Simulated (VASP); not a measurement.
Set up this calculation in VASP 6.6.1, as the native input.

```yaml
Task: single point
Functional: PBEsol
Potentials_or_basis: VASP PAW PBE potentials, release 64 (Rh_pv)
Cutoff: 520 eV
k_mesh: 24 × 24 × 12
Occupations: gaussian, width 0.1 eV
Spin: no spin polarisation
Dipole_correction: no
Further_INCAR_settings: ALGO = Fast; EDIFF = 1e-06; NBANDS = 22
```

The structure of Rh lies in POSCAR:

```
Rh
1.0
    2.6618487241      0.0000000000      0.0000000000
   -1.3309243621      2.3052286161      0.0000000000
    0.0000000000      0.0000000000      4.5021810534
Rh
2
Direct
    0.6666667058      0.3333332942      0.7500000000
    0.3333332942      0.6666667058      0.2500000000
```

This isn't the form of Rh at room conditions, which is fcc.

This cell differs from its parent crystal: uniaxial strain along c: +4.0 %.

One way to write it, as run:

INCAR

```
PREC = Accurate
ENCUT = 520
EDIFF = 1E-6
ISMEAR = 0
SIGMA = 0.1
LREAL = False
LASPH = True
NELM = 60
ALGO = Fast
ISIF = 2
LWAVE = False
LCHARG = False
GGA = PS
NBANDS = 22
```

KPOINTS

```
regular mesh
0
Gamma
  24 24 12
```

Potentials or basis: VASP PAW PBE potentials, release 64 (Rh_pv).

Launch:

```sh
$ cat potpaw_PBE.64/Rh_pv/POTCAR > POTCAR
$ mpirun -np 1 vasp_std > vasp.out
```

It gave:

* Pressure: -5.0 GPa
* Band gap on the k mesh: zero (bands 15 and 16 overlap by 2.58 eV)

Caveat: the cell differs from its parent crystal (uniaxial strain along c: +4.0 %); the cell stands under tension; the PAW data sets were made with another functional, which shifts forces and pressure a little.

Run time: 3 min on 1 thread of Intel(R) Xeon(R) Platinum 8259CL CPU @ 2.50GHz (Skylake/Cascade Lake) (shared host), peak memory 0.3 GiB.
